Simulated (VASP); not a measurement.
A run of VASP 6.6.1:

The input INCAR:

```
PREC = Accurate
ENCUT = 520
EDIFF = 1E-7
ISMEAR = -1
SIGMA = 0.05
LREAL = False
LASPH = True
NELM = 60
ALGO = Normal
ISIF = 2
LWAVE = False
LCHARG = False
GGA = PE
NBANDS = 13
```

The input KPOINTS:

```
regular mesh
0
Gamma
  19 12 8
```

Contents of POSCAR:

```
LiBe
1.0
    2.2946901458      0.0000000000      0.0000000000
    0.0000000000      3.6107246625      0.0000000000
   -0.4015125585      0.0000000000      5.5104085642
Li Be
2 2
Direct
    0.7381293099      0.2500000000      0.1556282737
    0.2618706901      0.7500000000      0.8443717263
    0.7559263892      0.2500000000      0.5750225749
    0.2440736108      0.7500000000      0.4249774251
```

Potentials or basis: VASP PAW PBE potentials, release 64 (Li_sv, Be).

Run with:

```console
$ cat potpaw_PBE.64/Li_sv/POTCAR potpaw_PBE.64/Be/POTCAR > POTCAR
$ mpirun -np 1 vasp_std > vasp.out
```

Hardware: 1 thread of Oxide Virtual Turin-like Processor (shared host).

Question: Estimate the wall time of this run.

Answer: It took 6.2 min on 1 thread of Oxide Virtual Turin-like Processor, on a shared host, peak memory 0.33 GiB. Counts: scf iterations 12, k points 539.
